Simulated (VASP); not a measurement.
Write the native input for VASP 6.6.1 that does the following.

```yaml
Task: single point
Functional: PBEsol
Potentials_or_basis: VASP PAW PBE potentials, release 64 (Ca_sv)
Cutoff: 520 eV
k_mesh: 11 × 11 × 11
Occupations: fermi-dirac, width 0.08 eV
Spin: no spin polarisation
Dipole_correction: no
Further_INCAR_settings: ALGO = Normal; EDIFF = 1e-06; NBANDS = 11
```

The structure of Ca lies in POSCAR:

```
Ca
1.0
    3.4620931471      0.0000000000      0.0000000000
    0.0000000000      3.4620931471      0.0000000000
    0.0000000000      0.0000000000      3.4620931471
Ca
1
Direct
    0.0000000000      0.0000000000      0.0000000000
```

One way to write it, as run:

INCAR

```
SYSTEM = Ca
ALGO = Normal ; EDIFF = 1E-6
ENCUT = 520 ; GGA = PS
ISIF = 2 ; ISMEAR = -1
LASPH = .True. ; LCHARG = .True.
LELF = .True. ; LREAL = .False.
LVHAR = .True. ; LWAVE = .False.
NBANDS = 11 ; NELM = 80
PREC = Accurate ; SIGMA = 0.08
```

KPOINTS

```
k-points
0
Gamma
  11 11 11
  0 0 0
```

Potentials or basis: VASP PAW PBE potentials, release 64 (Ca_sv).

Launch:

```bash
$ cat potpaw_PBE.64/Ca_sv/POTCAR > POTCAR
$ mpirun -np 1 vasp_std > vasp.out
```

Results of the run:

```yaml
Pressure: 0.0 GPa
Band_gap_on_the_k_mesh: zero (band 5 reaches 2.44 eV, above the bottom of band 6 at 1.59 eV)
```

Caveat: the PAW data sets were made with another functional, which shifts forces and pressure a little.

Run time: 15 s on 1 thread of AMD EPYC 7R13 Processor (Zen 3), with other jobs on the host, peak memory 0.14 GiB.
